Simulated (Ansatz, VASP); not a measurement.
# Two plane-wave programs on NiO

INCAR

```
  PREC = Accurate
  ENCUT = 520
  EDIFF = 1E-8
  ISMEAR = -1
  SIGMA = 0.03
  LREAL = F
  LASPH = T
  NELM = 150
  ALGO = Normal
  ISIF = 2
  LWAVE = F
  LCHARG = F
  ISPIN = 2
  MAGMOM = 1.5 0
  LORBIT = 11
  LMAXMIX = 4
  GGA = PE
  LEFG = T
  NBANDS = 19
```

File KPOINTS:

```
Automatic mesh
0
Gamma
  15 15 15
```

POSCAR

```
NiO
1.0
    0.0000000000      2.0772739395      2.0772739395
    2.0772739395      0.0000000000      2.0772739395
    2.0772739395      2.0772739395      0.0000000000
Ni O
1 1
Direct
    0.0000000000      0.0000000000      0.0000000000
    0.5000000000      0.5000000000      0.5000000000
```

Input for Ansatz:

```yaml
crystal:
  lattice:
    - [0.0, 2.0772739395, 2.0772739395]
    - [2.0772739395, 0.0, 2.0772739395]
    - [2.0772739395, 2.0772739395, 0.0]
  atoms:
    - { symbol: Ni, position: [0.0, 0.0, 0.0], spin: 1.5 }
    - { symbol: O, position: [0.5, 0.5, 0.5] }
magnetization:
  spin_polarized: true
kpoints:
  mp_grid: { grid: [15, 15, 15] }
scf:
  occupations: { method: fermi_dirac, width: 0.03 }
hamiltonian:
  xc: pbe
  pseudopotentials: { kind: paw }
output:
  forces: true
  stress: true
  eigenvalues: true
  efg: { contact_densities: true }
```

Change from the starting cell: volume scaled by 0.98, PAW files.

Alike in both runs: task electric field gradients; functional PBE; k mesh 15 × 15 × 15; occupations fermi-dirac, width 0.03 eV; collinear spin.

```csv
,VASP,Ansatz
version,VASP 6.6.1,Ansatz 0.2.0
potentials or method,"VASP PAW PBE potentials, release 64 (Ni, O)","PAW with Ansatz's default frozen-core files, scalar-relativistic"
plane-wave cutoff (eV),520,420
valence electrons in the cell,16,24
```

Ansatz gave:

```
pressure (GPa)                                                : 8.1
net moment per atom (μB)                                      : 0.85
size of the moment on the site where the two differ most (μB) : 0.27
```

Task: Estimate VASP's values.

Result: Pressure (GPa): 7.7; net moment per atom (μB): 0.83; size of the moment on the site where the two differ most (μB): 0.25.

Site moments also hang on the region over which each program counts them. The functional is the same, so the differences come from potentials, cutoffs and numerics. VASP's potentials hold 16 valence electrons a cell and Ansatz's 24, so a difference there can come from the potentials and not from the codes.
